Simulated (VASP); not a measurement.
# Ag (P6_3/mmc) in VASP: a series of runs

Ag is run at these levels: PBEsol; tasks: single point.

Program: VASP 6.6.1. These are calculated values, not measurements. Logs are shortened: lines on timing, memory, paths and dates and some standing lists are left out, and cuts for length are marked.

### 1 The cell of the first run

It takes space group P6_3/mmc (No. 194, hexagonal). Conventional cell: a = 3.096 Å, b = 3.096 Å, c = 4.878 Å, α = 90.00°, β = 90.00°, γ = 120.00°. Ag (site symmetry -6m2) has 12 Ag at 3.02 to 3.10 Å within 4.0 Å.

This isn't the form of Ag at room conditions, which is fcc.

### 2 Single point, PBEsol (strain +0.080 along x and y, +0.040 along z)

INCAR

```
  ALGO = Fast
  EDIFF = 1E-7
  ENCUT = 520
  GGA = PS
  ISIF = 2
  ISMEAR = 0
  LASPH = T
  LCHARG = F
  LREAL = F
  LWAVE = F
  NBANDS = 18
  NELM = 100
  PREC = Accurate
  SIGMA = 0.15
```

KPOINTS

```
k-points
0
Gamma
  24 24 14
```

POSCAR

```
Ag
1.0
    3.0964276819      0.0000000000      0.0000000000
   -1.5482138409      2.6815850335      0.0000000000
    0.0000000000      0.0000000000      4.8783435261
Ag
2
Direct
    0.3333333333      0.6666666667      0.2500000000
    0.6666666667      0.3333333333      0.7500000000
```

Potentials or basis: VASP PAW PBE potentials, release 64 (Ag).

On the command line:

```console
> cat potpaw_PBE.64/Ag/POTCAR > POTCAR
> mpirun -np 1 vasp_std > vasp.out
```

OUTCAR:

```text
EDIFF = 1E-7
   ENCUT = 520
   GGA = PS
   ISIF = 2
   ISMEAR = 0
   LASPH = T
   LREAL = F
   NELM = 100
   PREC = Accurate

 ion  position               nearest neighbor table
   1  0.333  0.667  0.250-   2 3.02   2 3.02   2 3.02   2 3.02   2 3.02   2 3.02
   2  0.667  0.333  0.750-   1 3.02   1 3.02   1 3.02   1 3.02   1 3.02   1 3.02

  LATTYP: Found a hexagonal cell.
 ALAT       =     3.0964276819
 C/A-ratio  =     1.5754747171

  Lattice vectors:

 A1 = (   3.0964276819,   0.0000000000,   0.0000000000)
 A2 = (  -1.5482138409,   2.6815850335,   0.0000000000)
 A3 = (   0.0000000000,   0.0000000000,   4.8783435261)

Analysis of symmetry for initial positions (statically):
=====================================================================
 Subroutine PRICEL returns:
 Original cell was already a primitive cell.

 Routine SETGRP: Setting up the symmetry group for a
 hexagonal supercell.

 Subroutine GETGRP returns: Found 24 space group operations
 (whereof 12 operations were pure point group operations)
 out of a pool of 24 trial point group operations.

The static configuration has the point symmetry D_3d.
 The point group associated with its full space group is D_6h.

Analysis of symmetry for dynamics (positions and initial velocities):
=====================================================================
 Subroutine PRICEL returns:
 Original cell was already a primitive cell.

 Routine SETGRP: Setting up the symmetry group for a
 hexagonal supercell.

 Subroutine GETGRP returns: Found 24 space group operations
 (whereof 12 operations were pure point group operations)
 out of a pool of 24 trial point group operations.

The dynamic configuration has the point symmetry D_3d.
 The point group associated with its full space group is D_6h.

 Subroutine INISYM returns: Found 24 space group operations
 (whereof 12 operations are pure point group operations),
 and found     1 'primitive' translations

----------------------------------------------------------------------------------------

                                     Primitive cell

  volume of cell :      40.5065

  direct lattice vectors                    reciprocal lattice vectors
     3.096427682  0.000000000  0.000000000     0.322952803  0.186456888  0.000000000
    -1.548213841  2.681585034  0.000000000     0.000000000  0.372913776  0.000000000
     0.000000000  0.000000000  4.878343526     0.000000000  0.000000000  0.204987614

  length of vectors
[... 77 lines left out ...]
   LNONCOLLINEAR =      F non collinear calculations
   LSORBIT =      F    spin-orbit coupling
   LASPH  =      T    aspherical Exc in radial PAW
   ENCUT  =  520.0 eV  38.22 Ry    6.18 a.u.   5.76  5.76  9.07*2*pi/ulx,y,z
   NELM   =    100;   NELMIN=  2; NELMDL= -5     # of ELM steps
   EDIFF  = 0.1E-06   stopping-criterion for ELM
   LREAL  =      F    real-space projection
   EDIFFG = 0.1E-05   stopping-criterion for IOM
   NSW    =      0    number of steps for IOM
   IBRION =     -1    ionic relax: 0-MD 1-quasi-New 2-CG
   NFREE  =      0    steps in history (QN), initial steepest desc. (CG)
   ISIF   =      2    stress and relaxation
   ISYM   =      2    0-nonsym 1-usesym 2-fastsym
   POTIM  = 0.5000    time-step for ionic-motion
   TEBEG  =    0.0;   TEEND  =   0.0 temperature during run
   PSTRESS=    0.0 pullay stress
   NELECT =      22.0000    total number of electrons
   NUPDOWN=      -1.0000    fix difference up-down
   EMIN   =  10.00;   EMAX   =-10.00  energy-range for DOS
   EFERMI =   0.00;   METHOD = LEGACY
   ISMEAR =     0;   SIGMA  =   0.15  broadening in eV -4-tet -1-fermi 0-gaus
   EFERMI_NEDOS =   21; number of points for ismear=-14 and -15
   IALGO  =     68    algorithm
   IMIX   =      4    mixing-type and parameters
     AMIX     =   0.40;   BMIX     =  1.00
     AMIX_MAG =   1.60;   BMIX_MAG =  1.00
  volume/ion in A,a.u.               =      20.25       136.68
  Fermi-wavevector in a.u.,A,eV,Ry     =   1.335695  2.524098 24.273912  1.784082
  Thomas-Fermi vector in A             =   2.464380
   LORBIT       =      0    0 simple, 1 ext, 2 COOP (PROOUT), +10 PAW based schemes
   GGA     = PS    functional components
   LHFCALC =     F    Hartree Fock is set to
   AEXX    =    0.0000 exact exchange contribution
   IVDW    =     0    specifies the selected vdW correction
   LEPSILON=     F    determine dielectric tensor
   LRPA    =     F    only Hartree local field effects (RPA)
 non-spin polarized calculation
 RMM-DIIS sequential band-by-band and
 Gauss-broadening in eV      SIGMA  =   0.15
  energy-cutoff  :      520.00
  volume of cell :       40.51
 maximum number of plane-waves:      1104
 NGX is ok and might be reduce to    24
   NGX = 11   NGY = 11   NGZ = 19

 number of electron      22.0000004 magnetization

 Free energy of the ion-electron system (eV)
  ---------------------------------------------------
  ext. energy  EPLUGINS =         0.00000000
  ---------------------------------------------------
  free energy    TOTEN  =        -6.23931077 eV

  energy without entropy =       -6.23183436  energy(sigma->0) =       -6.23557256

 E-fermi :   6.0889     XC(G=0): -11.4126

 val. band max:        6.0723519147   @ k =   0.0417  -0.0000   0.0714
 cond. band min:       6.0897374579   @ k =   0.2917   0.1250   0.4286
 fundamental gap:      0.0173855432
 Fermi energy:         6.0889090257

 k-point     1 :       0.0000    0.0000    0.0000
  band No.  band energies     occupation
      1      -0.5843      2.00000
      2       0.6622      2.00000
      3       1.9188      2.00000
      4       1.9188      2.00000
      5       1.9548      2.00000
      6       2.1160      2.00000
[... 481 lines left out ...]
      5       2.1671      2.00000
      6       2.2998      2.00000
[... 10 lines left out ...]
     17      15.6013      0.00000
     18      20.8691      0.00000

 [... further k-points ...]
[... 5 lines left out ...]
  --------------------------------------------------------------------------------------
  -------------------------------------------------------------------------------------
  Total       -3.4339486     -3.4339486     -3.0365705     -0.0000000      0.0000000     -0.0000000
  in kB     -135.8249266   -135.8249266   -120.1072035     -0.0000000      0.0000000     -0.0000000
  external PRESSURE =    -130.5856856 kB  Pullay stress =       0.0000000 kB

 VOLUME and BASIS-vectors are now :
 -----------------------------------------------------------------------------
  energy-cutoff  :      520.00
  volume of cell :       40.51
      direct lattice vectors                 reciprocal lattice vectors
     3.096427682  0.000000000  0.000000000     0.322952803  0.186456888  0.000000000
    -1.548213841  2.681585034  0.000000000     0.000000000  0.372913776  0.000000000
     0.000000000  0.000000000  4.878343526     0.000000000  0.000000000  0.204987614

 POSITION                                       TOTAL-FORCE (eV/Angst)
 -----------------------------------------------------------------------------------
     -0.00000      1.78772      1.21959        -0.000000     -0.000000      0.000000
      1.54821      0.89386      3.65876         0.000000      0.000000      0.000000
 -----------------------------------------------------------------------------------
    total drift:                               -0.000000      0.000000     -0.000000

  FREE ENERGIE OF THE ION-ELECTRON SYSTEM (eV)
  ---------------------------------------------------
  free  energy   TOTEN  =        -6.2393107657 eV

  energy  without entropy=       -6.2318343568  energy(sigma->0) =       -6.23557256
```

It took 6.3 min on 1 thread of Intel Xeon 8259CL, shared host; peak memory 0.39 GiB.

What came out:

- Free energy: -6.2393 eV
- Pressure: -13.1 GPa
- Band gap on the k mesh: zero (bands 11 and 12 overlap by 6.70 eV)

Caveat: the cell differs from its parent crystal (strain +0.080 along x and y, +0.040 along z); the cell stands under tension; the PAW data sets were made with another functional, which shifts forces and pressure a little.

### 3 Single point, PBEsol (strain +0.080 along x and y, +0.080 along z)

INCAR

```
  PREC = Accurate
  ENCUT = 520
  EDIFF = 1E-7
  ISMEAR = 0
  SIGMA = 0.15
  LREAL = False
  LASPH = True
  NELM = 60
  ALGO = Fast
  ISIF = 2
  LWAVE = False
  LCHARG = False
  GGA = PS
  NBANDS = 18
```

KPOINTS

```
Automatic mesh
0
Gamma
  24 24 14
```

Changes to POSCAR since step 2:

```diff
@@ -4,3 +4,3 @@
    -1.5482138409      2.6815850335      0.0000000000
-    0.0000000000      0.0000000000      4.8783435261
+    0.0000000000      0.0000000000      5.0659721232
 Ag
```

Potentials or basis: VASP PAW PBE potentials, release 64 (Ag).

On the command line:

```console
> cat potpaw_PBE.64/Ag/POTCAR > POTCAR
> mpirun -np 1 vasp_std > vasp.out
```

It took 7.1 min on 1 thread of Intel Xeon 8259CL, shared host; peak memory 0.4 GiB.

It converged, with:

```
Free energy            : -6.1136 eV
Pressure               : -14.1 GPa
Band gap on the k mesh : zero (bands 11 and 12 overlap by 6.76 eV)
```

Stress tensor (GPa, compression positive):
```
-14.20   0.00   0.00
  0.00 -14.20   0.00
  0.00   0.00 -13.88
```

Levels at points of the mesh, in eV from the Fermi level:
| k point | band 8 | band 9 | band 10 | band 11 | band 12 | band 13 | band 14 | band 15 |
| --- | --- | --- | --- | --- | --- | --- | --- | --- |
| (0.00, 0.00, 0.00) | -3.67 | -3.67 | -2.97 | -2.97 | 0.04 | 2.51 | 14.90 | 15.83 |
| (0.50, 0.00, 0.00) | -2.89 | -2.85 | -2.79 | 0.15 | 1.06 | 5.91 | 6.25 | 7.55 |
| (0.00, 0.00, 0.50) | -3.86 | -3.20 | -3.20 | -3.20 | -3.20 | 9.54 | 9.54 | 15.19 |
| (0.50, 0.00, 0.50) | -2.99 | -2.83 | -2.83 | 0.93 | 0.93 | 3.45 | 3.45 | 11.93 |

Caveat: the cell differs from its parent crystal (strain +0.080 along x and y, +0.080 along z); the cell stands under tension; the PAW data sets were made with another functional, which shifts forces and pressure a little.
